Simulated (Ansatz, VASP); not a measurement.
Two plane-wave programs on TiB2

```
CELL_PARAMETERS angstrom
3.02920 0.00000 0.00000
-1.51460 2.62336 0.00000
0.00000 0.00000 3.22840
ATOMIC_POSITIONS crystal
Ti 0.00000 0.00000 0.00000
B 0.33333 0.66667 0.50000
B 0.66667 0.33333 0.50000
```

Alike in both runs: task relaxation of cell and atoms; functional r2SCAN; k mesh 14 × 14 × 11; occupations fermi-dirac, width 0.05 eV; no spin polarisation.

|  | VASP | Ansatz |
| --- | --- | --- |
| version | VASP 6.6.1 | Ansatz 0.2.0 |
| potentials or method | VASP PAW PBE potentials, release 64 (Ti_sv, B) | PAW with Ansatz's default frozen-core files, scalar-relativistic |
| plane-wave cutoff (eV) | 600 | 500 |
| valence electrons in the cell | 18 | 18 |

Ansatz gave:

| Quantity | Value |
| --- | --- |
| gap on the k mesh at the Fermi level, each at its own relaxed structure (eV) | none |
| relaxed volume (Å³/atom) | 8.51 |
| relaxed cell length with the largest relative difference (Å) | 3.222 |

**Question.** Estimate VASP's values.

**Answer.** gap on the k mesh at the Fermi level, each at its own relaxed structure (eV): none; relaxed volume (Å³/atom): 8.54; relaxed cell length with the largest relative difference (Å): 3.227.

VASP's potentials were made for PBE, not for r2SCAN. A gap of «none» marks a metal or a gap that the smearing closes.
